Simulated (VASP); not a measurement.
# Sc (P6_3/mmc) in VASP: single point with LDA

Aim: the single point of Sc with LDA.

All numbers are computed with VASP 6.6.1; they aren't measurements. Logs are shortened: lines on timing, memory, paths and dates and some standing lists are left out, and cuts for length are marked.

**1. The cell of the first run**

The structure is hexagonal, space group P6_3/mmc (No. 194). The conventional cell has a = 3.309 Å, b = 3.309 Å, c = 5.268 Å, α = 90.00°, β = 90.00°, γ = 120.00°. Sc (site symmetry -6m2) has 12 Sc at 3.25 to 3.31 Å within 4.3 Å.

**2. Single point, LDA**

Contents of INCAR:

```
SYSTEM = Sc
ALGO = Fast
EDIFF = 1E-6
ENCUT = 520
ISIF = 2
ISMEAR = 0
LASPH = .TRUE.
LCHARG = .FALSE.
LREAL = .FALSE.
LWAVE = .FALSE.
NBANDS = 18
NELM = 60
PREC = Accurate
SIGMA = 0.1
```

Contents of KPOINTS:

```
k-points
0
G
  6 6 4
  0 0 0
```

Contents of POSCAR:

```
Sc
1.0
    3.3087978973      0.0000000000      0.0000000000
   -1.6543989486      2.8655030350      0.0000000000
    0.0000000000      0.0000000000      5.2680000000
Sc
2
Direct
    0.3333333333      0.6666666667      0.2500000000
    0.6666666667      0.3333333333      0.7500000000
```

Potentials or basis: VASP PAW LDA potentials, release 64 (Sc_sv).

Started as:

```console
$ cat potpaw_LDA.64/Sc_sv/POTCAR > POTCAR
$ mpirun -np 1 vasp_std > vasp.out
```

OUTCAR:

```text
SYSTEM = Sc
   EDIFF = 1E-6
   ENCUT = 520
   ISIF = 2
   ISMEAR = 0
   LASPH = .TRUE.
   LREAL = .FALSE.
   NELM = 60
   PREC = Accurate

 ion  position               nearest neighbor table
   1  0.333  0.667  0.250-   2 3.25   2 3.25   2 3.25   2 3.25   2 3.25   2 3.25
   2  0.667  0.333  0.750-   1 3.25   1 3.25   1 3.25   1 3.25   1 3.25   1 3.25

  LATTYP: Found a hexagonal cell.
 ALAT       =     3.3087978973
 C/A-ratio  =     1.5921190002

  Lattice vectors:

 A1 = (   3.3087978973,   0.0000000000,   0.0000000000)
 A2 = (  -1.6543989486,   2.8655030350,   0.0000000000)
 A3 = (   0.0000000000,   0.0000000000,   5.2680000000)

Analysis of symmetry for initial positions (statically):
=====================================================================
 Subroutine PRICEL returns:
 Original cell was already a primitive cell.

 Routine SETGRP: Setting up the symmetry group for a
 hexagonal supercell.

 Subroutine GETGRP returns: Found 24 space group operations
 (whereof 12 operations were pure point group operations)
 out of a pool of 24 trial point group operations.

The static configuration has the point symmetry D_3d.
 The point group associated with its full space group is D_6h.

Analysis of symmetry for dynamics (positions and initial velocities):
=====================================================================
 Subroutine PRICEL returns:
 Original cell was already a primitive cell.

 Routine SETGRP: Setting up the symmetry group for a
 hexagonal supercell.

 Subroutine GETGRP returns: Found 24 space group operations
 (whereof 12 operations were pure point group operations)
 out of a pool of 24 trial point group operations.

The dynamic configuration has the point symmetry D_3d.
 The point group associated with its full space group is D_6h.

 Subroutine INISYM returns: Found 24 space group operations
 (whereof 12 operations are pure point group operations),
 and found     1 'primitive' translations

----------------------------------------------------------------------------------------

                                     Primitive cell

  volume of cell :      49.9479

  direct lattice vectors                    reciprocal lattice vectors
     3.308797897  0.000000000  0.000000000     0.302224563  0.174489433  0.000000000
    -1.654398949  2.865503035  0.000000000     0.000000000  0.348978866  0.000000000
     0.000000000  0.000000000  5.268000000     0.000000000  0.000000000  0.189825361

  length of vectors
     3.308797897  3.308797897  5.268000000     0.348978866  0.348978866  0.189825361

  position of ions in fractional coordinates (direct lattice)
     0.333333333  0.666666667  0.250000000
     0.666666667  0.333333333  0.750000000

  ion indices of the primitive-cell ions
   primitive index   ion index
                 1           1
                 2           2

----------------------------------------------------------------------------------------

 KPOINTS: k-points

Automatic generation of k-mesh.
 Grid dimensions read from file:
 generate k-points for:    6    6    4

 Generating k-lattice:

  Cartesian coordinates                     Fractional coordinates (reciprocal lattice)
     0.050370761  0.029081572  0.000000000     0.166666667 -0.000000000  0.000000000
     0.000000000  0.058163144  0.000000000     0.000000000  0.166666667  0.000000000
     0.000000000  0.000000000  0.047456340     0.000000000  0.000000000  0.250000000

  Length of vectors
     0.058163144  0.058163144  0.047456340

  Shift w.r.t. Gamma in fractional coordinates (k-lattice)
     0.000000000  0.000000000  0.000000000

 Subroutine IBZKPT returns following result:
 ===========================================

 Found     21 irreducible k-points:

 Following reciprocal coordinates:
            Coordinates               Weight
  0.000000  0.000000  0.000000      1.000000
  0.166667  0.000000  0.000000      6.000000
  0.333333  0.000000  0.000000      6.000000
  0.500000  0.000000  0.000000      3.000000
  0.166667  0.166667  0.000000      6.000000
  0.333333  0.166667  0.000000     12.000000
[... 13 lines left out ...]
  0.333333  0.166667  0.500000     12.000000
  0.333333  0.333333  0.500000      2.000000
   k-points           NKPTS =     21   k-points in BZ     NKDIM =     21   number of bands    NBANDS=     18
   number of dos      NEDOS =    301   number of ions     NIONS =      2
   total plane-waves  NPLWV =  31360
   dimension x,y,z NGX =    28 NGY =   28 NGZ =   40
   dimension x,y,z NGXF=    56 NGYF=   56 NGZF=   80
   ions per type =               2
   NGX,Y,Z   is equivalent  to a cutoff of  14.07, 14.07, 12.62 a.u.
   NGXF,Y,Z  is equivalent  to a cutoff of  28.14, 28.14, 25.25 a.u.
 SYSTEM =  Sc
   PREC   = accura    normal or accurate (medium, high low for compatibility)
   ISTART =      0    job   : 0-new  1-cont  2-samecut
   ICHARG =      2    charge: 1-file 2-atom 10-const
   ISPIN  =      1    spin polarized calculation?
   LNONCOLLINEAR =      F non collinear calculations
   LSORBIT =      F    spin-orbit coupling
   LASPH  =      T    aspherical Exc in radial PAW
   ENCUT  =  520.0 eV  38.22 Ry    6.18 a.u.   6.15  6.15  9.79*2*pi/ulx,y,z
   NELM   =     60;   NELMIN=  2; NELMDL= -5     # of ELM steps
   EDIFF  = 0.1E-05   stopping-criterion for ELM
   LREAL  =      F    real-space projection
   EDIFFG = 0.1E-04   stopping-criterion for IOM
   NSW    =      0    number of steps for IOM
   IBRION =     -1    ionic relax: 0-MD 1-quasi-New 2-CG
   NFREE  =      0    steps in history (QN), initial steepest desc. (CG)
   ISIF   =      2    stress and relaxation
   ISYM   =      2    0-nonsym 1-usesym 2-fastsym
   POTIM  = 0.5000    time-step for ionic-motion
   TEBEG  =    0.0;   TEEND  =   0.0 temperature during run
   PSTRESS=    0.0 pullay stress
   NELECT =      22.0000    total number of electrons
   NUPDOWN=      -1.0000    fix difference up-down
   EMIN   =  10.00;   EMAX   =-10.00  energy-range for DOS
   EFERMI =   0.00;   METHOD = LEGACY
   ISMEAR =     0;   SIGMA  =   0.10  broadening in eV -4-tet -1-fermi 0-gaus
   EFERMI_NEDOS =   21; number of points for ismear=-14 and -15
   IALGO  =     68    algorithm
   IMIX   =      4    mixing-type and parameters
     AMIX     =   0.40;   BMIX     =  1.00
     AMIX_MAG =   1.60;   BMIX_MAG =  1.00
  volume/ion in A,a.u.               =      24.97       168.53
  Fermi-wavevector in a.u.,A,eV,Ry     =   1.245595  2.353833 21.109524  1.551506
  Thomas-Fermi vector in A             =   2.379810
   LORBIT       =      0    0 simple, 1 ext, 2 COOP (PROOUT), +10 PAW based schemes
   GGA     = CA    functional components
   LHFCALC =     F    Hartree Fock is set to
   AEXX    =    0.0000 exact exchange contribution
   IVDW    =     0    specifies the selected vdW correction
   LEPSILON=     F    determine dielectric tensor
   LRPA    =     F    only Hartree local field effects (RPA)
 non-spin polarized calculation
 RMM-DIIS sequential band-by-band and
 Gauss-broadening in eV      SIGMA  =   0.10
  energy-cutoff  :      520.00
  volume of cell :       49.95
 maximum number of plane-waves:      1363
 NGX is ok and might be reduce to    28
   NGX = 13   NGY = 13   NGZ = 19

 number of electron      22.0000000 magnetization

 Free energy of the ion-electron system (eV)
  ---------------------------------------------------
  ext. energy  EPLUGINS =         0.00000000
  ---------------------------------------------------
  free energy    TOTEN  =       -13.38002521 eV

  energy without entropy =      -13.36404547  energy(sigma->0) =      -13.37203534

 E-fermi :   3.4126     XC(G=0): -10.0892

 val. band max:        3.3468210012   @ k =   0.3333   0.1667   0.2500
 cond. band min:       3.4317352132   @ k =   0.5000   0.0000   0.5000
 fundamental gap:      0.0849142120
 Fermi energy:         3.4125878762

 k-point     1 :       0.0000    0.0000    0.0000
  band No.  band energies     occupation
      1     -45.4624      2.00000
      2     -45.3967      2.00000
      3     -24.6105      2.00000
      4     -24.2871      2.00000
      5     -24.2871      2.00000
      6     -24.2280      2.00000
[... 10 lines left out ...]
     17       5.6867      0.00000
     18       5.6872      0.00000

 k-point     2 :       0.1667    0.0000    0.0000
  band No.  band energies     occupation
      1     -45.4496      2.00000
      2     -45.3918      2.00000
      3     -24.5763      2.00000
      4     -24.3557      2.00000
      5     -24.3094      2.00000
      6     -24.2985      2.00000
[... 10 lines left out ...]
     17       5.5313      0.00000
     18       5.7056      0.00000

 k-point     3 :       0.3333    0.0000    0.0000
  band No.  band energies     occupation
      1     -45.4218      2.00000
      2     -45.3841      2.00000
      3     -24.4952      2.00000
      4     -24.4933      2.00000
      5     -24.4324      2.00000
      6     -24.3513      2.00000
[... 10 lines left out ...]
     17       6.4150      0.00000
     18       6.6634      0.00000

 k-point     4 :       0.5000    0.0000    0.0000
  band No.  band energies     occupation
      1     -45.4048      2.00000
      2     -45.3834      2.00000
      3     -24.5656      2.00000
      4     -24.4965      2.00000
      5     -24.4322      2.00000
      6     -24.3714      2.00000
[... 10 lines left out ...]
     17       7.2661      0.00000
     18       7.6001      0.00000

 k-point     5 :       0.1667    0.1667    0.0000
  band No.  band energies     occupation
      1     -45.4293      2.00000
      2     -45.3856      2.00000
      3     -24.5170      2.00000
      4     -24.4296      2.00000
      5     -24.4219      2.00000
      6     -24.3301      2.00000
[... 10 lines left out ...]
     17       6.1803      0.00000
     18       6.5549      0.00000

 k-point     6 :       0.3333    0.1667    0.0000
  band No.  band energies     occupation
      1     -45.4049      2.00000
      2     -45.3833      2.00000
      3     -24.5288      2.00000
      4     -24.4725      2.00000
      5     -24.4332      2.00000
      6     -24.3944      2.00000
[... 10 lines left out ...]
     17       7.0379      0.00000
     18       7.1305      0.00000

 k-point     7 :       0.3333    0.3333    0.0000
  band No.  band energies     occupation
      1     -45.3897      2.00000
      2     -45.3897      2.00000
      3     -24.5119      2.00000
      4     -24.4498      2.00000
      5     -24.4498      2.00000
      6     -24.3819      2.00000
[... 10 lines left out ...]
     17       6.8413      0.00000
     18       7.0558      0.00000

 k-point     8 :       0.0000    0.0000    0.2500
  band No.  band energies     occupation
      1     -45.4528      2.00000
      2     -45.4064      2.00000
      3     -24.5518      2.00000
      4     -24.2784      2.00000
      5     -24.2784      2.00000
      6     -24.2598      2.00000
[... 10 lines left out ...]
     17       6.0566      0.00000
     18       6.0905      0.00000
[... 166 lines left out ...]
     17       6.6110      0.00000
     18       6.7118      0.00000

 k-point    17 :       0.3333    0.0000    0.5000
  band No.  band energies     occupation
      1     -45.4030      2.00000
      2     -45.4030      2.00000
      3     -24.5304      2.00000
      4     -24.5304      2.00000
      5     -24.3085      2.00000
      6     -24.3085      2.00000
[... 10 lines left out ...]
     17       6.7983      0.00000
     18       6.9073      0.00000

 k-point    18 :       0.5000    0.0000    0.5000
  band No.  band energies     occupation
      1     -45.3941      2.00000
      2     -45.3941      2.00000
      3     -24.5902      2.00000
      4     -24.5902      2.00000
      5     -24.3222      2.00000
      6     -24.3222      2.00000
[... 10 lines left out ...]
     17       7.1786      0.00000
     18       7.3060      0.00000

 k-point    19 :       0.1667    0.1667    0.5000
  band No.  band energies     occupation
      1     -45.4075      2.00000
      2     -45.4075      2.00000
      3     -24.4917      2.00000
      4     -24.4917      2.00000
      5     -24.3299      2.00000
      6     -24.3299      2.00000
[... 10 lines left out ...]
     17       6.7514      0.00000
     18       6.8288      0.00000

 k-point    20 :       0.3333    0.1667    0.5000
  band No.  band energies     occupation
      1     -45.3941      2.00000
      2     -45.3941      2.00000
      3     -24.5576      2.00000
      4     -24.5576      2.00000
      5     -24.3778      2.00000
      6     -24.3778      2.00000
[... 10 lines left out ...]
     17       7.0756      0.00000
     18       7.4943      0.00000

 k-point    21 :       0.3333    0.3333    0.5000
  band No.  band energies     occupation
      1     -45.3896      2.00000
      2     -45.3896      2.00000
      3     -24.5339      2.00000
      4     -24.5339      2.00000
      5     -24.4474      2.00000
      6     -24.4474      2.00000
[... 10 lines left out ...]
     17       6.9271      0.00000
     18       6.9275      0.00000

------------------------ aborting loop because EDIFF is reached ----------------------------------------

  FORCE on cell =-STRESS in cart. coord.  units (eV):
  Direction    XX          YY          ZZ          XY          YZ          ZX
  --------------------------------------------------------------------------------------
  -------------------------------------------------------------------------------------
  Total       -1.3809029     -1.3809029     -2.2200656     -0.0000000     -0.0000000     -0.0000000
  in kB      -44.2952186    -44.2952186    -71.2130365     -0.0000000     -0.0000000     -0.0000000
  external PRESSURE =     -53.2678246 kB  Pullay stress =       0.0000000 kB

 VOLUME and BASIS-vectors are now :
 -----------------------------------------------------------------------------
  energy-cutoff  :      520.00
  volume of cell :       49.95
      direct lattice vectors                 reciprocal lattice vectors
     3.308797897  0.000000000  0.000000000     0.302224563  0.174489433  0.000000000
    -1.654398949  2.865503035  0.000000000     0.000000000  0.348978866  0.000000000
     0.000000000  0.000000000  5.268000000     0.000000000  0.000000000  0.189825361

 POSITION                                       TOTAL-FORCE (eV/Angst)
 -----------------------------------------------------------------------------------
     -0.00000      1.91034      1.31700         0.000000      0.000000      0.000000
      1.65440      0.95517      3.95100        -0.000000     -0.000000      0.000000
 -----------------------------------------------------------------------------------
    total drift:                               -0.000000      0.000000     -0.000000

  FREE ENERGIE OF THE ION-ELECTRON SYSTEM (eV)
  ---------------------------------------------------
  free  energy   TOTEN  =       -13.3800252138 eV

  energy  without entropy=      -13.3640454666  energy(sigma->0) =      -13.37203534
```

It took 11 s on 1 thread of Intel Xeon 6975P-C (Granite Rapids), shared host; peak memory 0.15 GiB.

Results:

```
Free energy            : -13.3800 eV
Pressure               : -5.3 GPa
Band gap on the k mesh : zero (band 11 reaches 4.25 eV, above the bottom of band 12 at 2.92 eV)
```

Caveat: the k points lie up to 0.37 Å⁻¹ apart.
